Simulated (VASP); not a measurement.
Here is a VASP 6.6.1 calculation.

File INCAR:

```
PREC = Accurate
ENCUT = 520
EDIFF = 1E-6
ISMEAR = -1
SIGMA = 0.05
LREAL = False
LASPH = True
NELM = 60
ALGO = Normal
ISIF = 2
LWAVE = False
LCHARG = False
NBANDS = 18
```

The input KPOINTS:

```
regular mesh
0
Gamma
  12 12 12
```

The input POSCAR:

```
Si2W
1.0
   -1.5851824729      1.5851824729      3.8620387842
    1.5851824729     -1.5851824729      3.8620387842
    1.5851824729      1.5851824729     -3.8620387842
W Si
1 2
Direct
    0.0000000000      0.0000000000      0.0000000000
    0.6653000000      0.6653000000      0.0000000000
    0.3347000000      0.3347000000      0.0000000000
```

Potentials or basis: VASP PAW LDA potentials, release 64 (W_sv, Si).

Launch:

```sh
$ cat potpaw_LDA.64/W_sv/POTCAR potpaw_LDA.64/Si/POTCAR > POTCAR
$ mpirun -np 1 vasp_std > vasp.out
```

Task: What does it give for the band gap on the k mesh?

Result: Zero (bands 11 and 12 overlap by 1.36 eV).

Task: Predict the pressure.

Result: 4.8 GPa.

Stress tensor (GPa, compression positive):
```
4.34 0.00 0.00
0.00 4.34 0.00
0.00 0.00 5.67
```

Caveat: the cell stands under pressure; spin-orbit coupling is left out, which moves the levels of the heavy elements.
